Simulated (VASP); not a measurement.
# SnS3 (Pm-3m) in VASP: further runs, part 2 of 2

VASP 6.6.1. Earlier steps stand in the parts before.

**6. Relaxation of cell and atoms, PBE**

This run uses another cell than the first one, of 19.61 Å³/atom, 0.923 times its volume.

The input, INCAR:

```
ALGO = Normal
EDIFF = 1E-6
EDIFFG = -0.01
ENCUT = 600
GGA = PE
IBRION = 2
ISIF = 3
ISMEAR = 0
LASPH = T
LCHARG = F
LREAL = F
LWAVE = F
NELM = 60
NSW = 100
PREC = Accurate
SIGMA = 0.1
```

The input, KPOINTS:

```
k-points
0
Gamma
  12 12 12
```

The input, POSCAR:

```
SnS3
1.0
    4.2808998440      0.0000000000      0.0000000000
    0.0000000000      4.2808998440      0.0000000000
    0.0000000000      0.0000000000      4.2808998440
Sn S
1 3
Direct
    0.0000000000      0.0000000000      0.0000000000
    0.5000000000      0.5000000000      0.0000000000
    0.0000000000      0.5000000000      0.5000000000
    0.5000000000      0.0000000000      0.5000000000
```

Potentials or basis: VASP PAW PBE potentials, release 64 (Sn_d, S).

Started as:

```sh
$ cat potpaw_PBE.64/Sn_d/POTCAR potpaw_PBE.64/S/POTCAR > POTCAR
$ mpirun -np 1 vasp_std > vasp.out
```

OUTCAR:

```text
EDIFF = 1E-6
   EDIFFG = -0.01
   ENCUT = 600
   GGA = PE
   IBRION = 2
   ISIF = 3
   ISMEAR = 0
   LASPH = T
   LREAL = F
   NELM = 60
   NSW = 100
   PREC = Accurate

 ion  position               nearest neighbor table
   1  0.000  0.000  0.000-   2 3.03   3 3.03   4 3.03   3 3.03   4 3.03   2 3.03   3 3.03   3 3.03
                             2 3.03   4 3.03   4 3.03   2 3.03
   2  0.500  0.500  0.000-   1 3.03   1 3.03   1 3.03   1 3.03
   3  0.000  0.500  0.500-   1 3.03   1 3.03   1 3.03   1 3.03
   4  0.500  0.000  0.500-   1 3.03   1 3.03   1 3.03   1 3.03

  LATTYP: Found a simple cubic cell.
 ALAT       =     4.2808998440

  Lattice vectors:

 A1 = (   4.2808998440,   0.0000000000,   0.0000000000)
 A2 = (   0.0000000000,   4.2808998440,   0.0000000000)
 A3 = (   0.0000000000,   0.0000000000,   4.2808998440)

Analysis of symmetry for initial positions (statically):
=====================================================================
 Subroutine PRICEL returns:
 Original cell was already a primitive cell.

 Routine SETGRP: Setting up the symmetry group for a
 simple cubic supercell.

 Subroutine GETGRP returns: Found 48 space group operations
 (whereof 48 operations were pure point group operations)
 out of a pool of 48 trial point group operations.

The static configuration has the point symmetry O_h .

Analysis of symmetry for dynamics (positions and initial velocities):
=====================================================================
 Subroutine PRICEL returns:
 Original cell was already a primitive cell.

 Routine SETGRP: Setting up the symmetry group for a
 simple cubic supercell.

 Subroutine GETGRP returns: Found 48 space group operations
 (whereof 48 operations were pure point group operations)
 out of a pool of 48 trial point group operations.

The dynamic configuration has the point symmetry O_h .

 Subroutine INISYM returns: Found 48 space group operations
 (whereof 48 operations are pure point group operations),
 and found     1 'primitive' translations
[... 121 lines left out ...]
  Fermi-wavevector in a.u.,A,eV,Ry     =   1.214105  2.294327 20.055697  1.474052
  Thomas-Fermi vector in A             =   2.349536
   LORBIT       =      0    0 simple, 1 ext, 2 COOP (PROOUT), +10 PAW based schemes
   GGA     = PE    functional components
   LHFCALC =     F    Hartree Fock is set to
   AEXX    =    0.0000 exact exchange contribution
   IVDW    =     0    specifies the selected vdW correction
   LEPSILON=     F    determine dielectric tensor
   LRPA    =     F    only Hartree local field effects (RPA)
 conjugate gradient relaxation of ions
 non-spin polarized calculation
 Gauss-broadening in eV      SIGMA  =   0.10
  energy-cutoff  :      600.00
  volume of cell :       78.45
 maximum number of plane-waves:      2657
 NGX is ok and might be reduce to    36
   NGX = 17   NGY = 17   NGZ = 17

 number of electron      31.9999999 magnetization

 Free energy of the ion-electron system (eV)
  ---------------------------------------------------
  ext. energy  EPLUGINS =         0.00000000
  ---------------------------------------------------
  free energy    TOTEN  =       -13.61019372 eV

  energy without entropy =      -13.59088742  energy(sigma->0) =      -13.60054057

 E-fermi :   6.7155     XC(G=0): -10.5974

 val. band max:        6.7071845344   @ k =   0.3333   0.1667   0.0833
 cond. band min:       6.7503159762   @ k =   0.2500   0.0833   0.0000
 fundamental gap:      0.0431314418
 Fermi energy:         6.7155326263

 k-point     1 :       0.0000    0.0000    0.0000
  band No.  band energies     occupation
      1     -14.5151      2.00000
      2     -14.5151      2.00000
      3     -14.4975      2.00000
      4     -14.4975      2.00000
      5     -14.4975      2.00000
      6      -8.0873      2.00000
[... 541 lines left out ...]
     19       8.7396      0.00000
     20      10.3343      0.00000

 [... further k-points ...]

------------------------ aborting loop because EDIFF is reached ----------------------------------------

  FORCE on cell =-STRESS in cart. coord.  units (eV):
  Direction    XX          YY          ZZ          XY          YZ          ZX
  --------------------------------------------------------------------------------------
  -------------------------------------------------------------------------------------
  Total       -0.0015743     -0.0015743     -0.0015743     -0.0000000      0.0000000     -0.0000000
  in kB       -0.0321515     -0.0321515     -0.0321515     -0.0000000      0.0000000     -0.0000000
  external PRESSURE =      -0.0321515 kB  Pullay stress =       0.0000000 kB

 VOLUME and BASIS-vectors are now :
 -----------------------------------------------------------------------------
  energy-cutoff  :      600.00
  volume of cell :       78.45
      direct lattice vectors                 reciprocal lattice vectors
     4.280899844  0.000000000  0.000000000     0.233595748  0.000000000  0.000000000
     0.000000000  4.280899844  0.000000000     0.000000000  0.233595748  0.000000000
     0.000000000  0.000000000  4.280899844     0.000000000  0.000000000  0.233595748

 POSITION                                       TOTAL-FORCE (eV/Angst)
 -----------------------------------------------------------------------------------
      0.00000      0.00000      0.00000         0.000000      0.000000      0.000000
      2.14045      2.14045      0.00000         0.000000      0.000000      0.000000
      0.00000      2.14045      2.14045         0.000000      0.000000      0.000000
      2.14045      0.00000      2.14045         0.000000      0.000000      0.000000
 -----------------------------------------------------------------------------------
    total drift:                                0.000000      0.000000      0.000000

  FREE ENERGIE OF THE ION-ELECTRON SYSTEM (eV)
  ---------------------------------------------------
  free  energy   TOTEN  =       -13.6101937180 eV

  energy  without entropy=      -13.5908874195  energy(sigma->0) =      -13.60054057

 reached required accuracy - stopping structural energy minimisation
```

It took 45 s on 1 thread of Intel Xeon 6975P-C (Granite Rapids), shared host; peak memory 0.3 GiB.

Results:

```
Free energy             : -13.6102 eV
Pressure after relaxing : 0.0 GPa
Band gap on the k mesh  : zero (band 16 reaches 7.66 eV, above the bottom of band 17 at 6.46 eV)
```

Final structure:
```xyz
4
Lattice="4.2809 0.0000 0.0000 0.0000 4.2809 0.0000 0.0000 0.0000 4.2809" Properties=species:S:1:pos:R:3 pbc="T T T"
Sn    0.0000    0.0000    0.0000
S     2.1404    2.1404    0.0000
S     0.0000    2.1404    2.1404
S     2.1404    0.0000    2.1404
```

Caveat: the relaxation stopped at its first step, so nothing moved; spin-orbit coupling is left out, which moves the levels of the heavy elements.

**7. The runs side by side**

| task | cell | k mesh | cutoff (eV) | gap on the mesh (eV) | pressure (GPa) |
| --- | --- | --- | --- | --- | --- |
| single point | a = 4.396 Å, 4 atoms | 4 × 4 × 4 | 520 | none | -3.7 |
| single point | a = 4.281 Å, 4 atoms | 12 × 12 × 12 | 520 | none | 0.0 |
| single point | a = 4.281 Å, 4 atoms | 10 × 10 × 10 | 520 | none | -0.1 |
| relaxation of cell and atoms | relaxed from a = 4.396 Å, 4 atoms | 10 × 10 × 10 | 600 | none | 0.0 |
| relaxation of cell and atoms | relaxed from a = 4.281 Å, 4 atoms | 12 × 12 × 12 | 600 | none | 0.0 |

Alike in all rows: level PBE; potentials or basis VASP PAW PBE potentials, release 64 (Sn_d, S); no spin polarisation; smearing gaussian 0.1 eV.

Caveats: spin-orbit coupling is left out, which moves the levels of the heavy elements; the relaxation stopped at its first step, so nothing moved (some runs).

Total energies depend on the potentials used, so only differences within one code and one set of settings carry meaning.
